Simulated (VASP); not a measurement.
Wanted: the native input for a VASP 6.6.1 run.

```yaml
Task: single point
Functional: PBEsol
Potentials_or_basis: VASP PAW PBE potentials, release 64 (Si, Ti_sv)
Cutoff: 520 eV
k_mesh: 2 × 2 × 2
Occupations: fermi-dirac, width 0.02 eV
Spin: no spin polarisation
Dipole_correction: no
Further_INCAR_settings: LREAL = Auto; ALGO = Normal; EDIFF = 1e-06; NBANDS = 52
```

The structure of TiSi16 (a cell with a defect) lies in POSCAR:

```
TiSi16
1.0
    0.0000000000      5.4300000000      5.4300000000
    5.4300000000      0.0000000000      5.4300000000
    5.4300000000      5.4300000000      0.0000000000
Si Ti
16 1
Direct
    0.0373756906      0.0657366483     -0.1094014733
    0.0541344383      0.1295672192      0.1201565378
    0.0359668508     -0.0213812155      0.4868324125
    0.2648526703      0.0800644567      0.5501933702
   -0.0382044199      0.4793093923     -0.0208931860
    0.0936740331      0.7070810313      0.0282228361
    0.0163996317      0.5089594843      0.4229189687
    0.1099815838      0.6137753223      0.5719705341
    0.4927348066      0.0410405157     -0.0371915285
    0.6603499079      0.1602209945      0.0207366483
    0.5993370166      0.1422651934      0.3907550645
    0.7870165746      0.2810865562      0.5756721915
    0.4694843462      0.5299631676     -0.0482688766
    0.4791712707      0.6852670350      0.1164825046
    0.4885635359      0.4909208103      0.5026335175
    0.5381307551      0.7126979742      0.5618692449
    0.6988858195      0.7825138122      0.7339686924
```

The input as run:

INCAR

```
SYSTEM = TiSi16
PREC     = Accurate       ! precision mode
ENCUT    = 520            ! plane-wave cutoff, eV
EDIFF    = 1E-6           ! SCF threshold, eV
ISMEAR   = -1             ! smearing method
SIGMA    = 0.02           ! smearing width, eV
LREAL    = Auto         
LASPH    = .TRUE.         ! aspherical terms in the spheres
NELM     = 80             ! most SCF steps
ALGO     = Normal         ! electronic algorithm
ISIF     = 2              ! what is computed and relaxed
LWAVE    = .FALSE.        ! write WAVECAR
LCHARG   = .FALSE.        ! write CHGCAR
GGA      = PS             ! functional
NBANDS   = 52             ! bands
```

KPOINTS

```
regular mesh
0
G
  2 2 2
  0 0 0
```

Potentials or basis: VASP PAW PBE potentials, release 64 (Si, Ti_sv).

Launch:

```console
$ cat potpaw_PBE.64/Si/POTCAR potpaw_PBE.64/Ti_sv/POTCAR > POTCAR
$ mpirun -np 1 vasp_std > vasp.out
```

Results of the run:

* Pressure: -0.5 GPa
* Largest force: 3.519 eV/Å
* Band gap on the k mesh: 0.05 eV

Caveat: the k points lie up to 0.50 Å⁻¹ apart; the atoms stand as in a frame of molecular dynamics; the PAW data sets were made with another functional, which shifts forces and pressure a little.

Run time: 7.6 min on 1 thread of Intel Xeon 8259CL, on a shared host, peak memory 0.5 GiB.
